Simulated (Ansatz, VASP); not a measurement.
**AgHgF3 in VASP and in Ansatz**

INCAR

```
PREC = Accurate ; ENCUT = 520
EDIFF = 1E-8 ; ISMEAR = -1
SIGMA = 0.15 ; LREAL = F
LASPH = T ; NELM = 80
ALGO = Normal ; ISIF = 2
LWAVE = F ; LCHARG = F
GGA = PE ; LEFG = T
NBANDS = 30
```

The input KPOINTS:

```
regular mesh
0
Gamma
  8 8 8
```

Contents of POSCAR:

```
AgHgF3
1.0
    4.5341210727      0.0000000000      0.0000000000
    0.0000000000      4.5341210727      0.0000000000
    0.0000000000      0.0000000000      4.5341210727
Ag Hg F
1 1 3
Direct
    0.0000000000      0.0000000000      0.0000000000
    0.5000000000      0.5000000000      0.5000000000
    0.5000000000      0.5000000000      0.0000000000
    0.0000000000      0.5000000000      0.5000000000
    0.5000000000      0.0000000000      0.5000000000
```

Input for Ansatz:

```yaml
crystal:
  lattice:
    - [4.5341210727, 0.0, 0.0]
    - [0.0, 4.5341210727, 0.0]
    - [0.0, 0.0, 4.5341210727]
  atoms:
    - { symbol: Ag, position: [0.0, 0.0, 0.0] }
    - { symbol: Hg, position: [0.5, 0.5, 0.5] }
    - { symbol: F, position: [0.5, 0.5, 0.0] }
    - { symbol: F, position: [0.0, 0.5, 0.5] }
    - { symbol: F, position: [0.5, 0.0, 0.5] }
basis:
  ecutwfc: 420
kpoints:
  mp_grid: { grid: [8, 8, 8] }
hamiltonian:
  xc: pbe
scf:
  occupations: { method: fermi_dirac, width: 0.15 }
output:
  forces: true
  stress: true
  eigenvalues: true
  efg: {}
checkpoint:
  read: start.run
  write: ck
  compress: false
  write_wavefunctions: false
  write_every: 100000
```

Alike in both runs: task electric field gradients; functional PBE; k mesh 8 × 8 × 8; occupations fermi-dirac, width 0.15 eV; no spin polarisation.

|  | VASP | Ansatz |
| --- | --- | --- |
| version | VASP 6.6.1 | Ansatz 0.2.0 |
| potentials or method | VASP PAW PBE potentials, release 64 (Ag, Hg, F), cutoff 520 eV | scalar-relativistic, plane waves, PAW |
| valence electrons in the cell | 44 | 60 |

VASP gave:

```
gap on the k mesh at the Fermi level (eV)            : none
pressure (GPa)                                       : 0.3
size of Vzz on the site where it differs most (V/Å²) : 112.6
```

Task: What did Ansatz give for the same quantities?

Result: gap on the k mesh at the Fermi level (eV): none; pressure (GPa): 0.0; size of Vzz on the site where it differs most (V/Å²): 110.3.

A gap of «none» marks a metal or a gap that the smearing closes. VASP's potentials hold 44 valence electrons a cell and Ansatz's 60, so a difference there can come from the potentials and not from the codes.

Spin-orbit coupling is off throughout.
